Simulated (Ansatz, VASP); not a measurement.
## ZnCu2SnS4: VASP beside Ansatz

```
Cu Zn Sn S
1.0
    -2.70216    2.70216    5.42722
     2.70216   -2.70216    5.42722
     2.70216    2.70216   -5.42722
Cu Zn Sn S
2 1 1 4
Direct
  0.75000 0.25000 0.50000
  0.25000 0.75000 0.50000
  0.00000 0.00000 0.00000
  0.50000 0.50000 0.00000
  0.89042 0.89042 0.51513
  0.10958 0.62472 0.00000
  0.62472 0.10958 0.00000
  0.37528 0.37528 0.48487
```

Alike in both runs: task single point; functional LDA; k mesh 6 × 6 × 6; occupations fermi-dirac, width 0.02 eV; no spin polarisation.

```csv
,VASP,Ansatz
version,VASP 6.6.1,Ansatz 0.2.0
potentials or method,"VASP PAW LDA potentials, release 64 (Cu, Zn, Sn_d, S)","plane waves, PAW"
plane-wave cutoff (eV),520,420
valence electrons in the cell,72,88
```

|  | VASP | Ansatz | Ansatz less VASP |
| --- | --- | --- | --- |
| pressure (GPa) | -3.7 | -3.9 | -0.14 |
| rms of the force components (eV/Å) | 0.097 | 0.114 | +0.0167 |

LDA's correlation is that of Perdew and Zunger in VASP and of Perdew and Wang (1992) in Ansatz. Atom by atom the forces differ by 0.017 eV/Å (rms over components). VASP's potentials hold 72 valence electrons a cell and Ansatz's 88, so a difference there can come from the potentials and not from the codes.
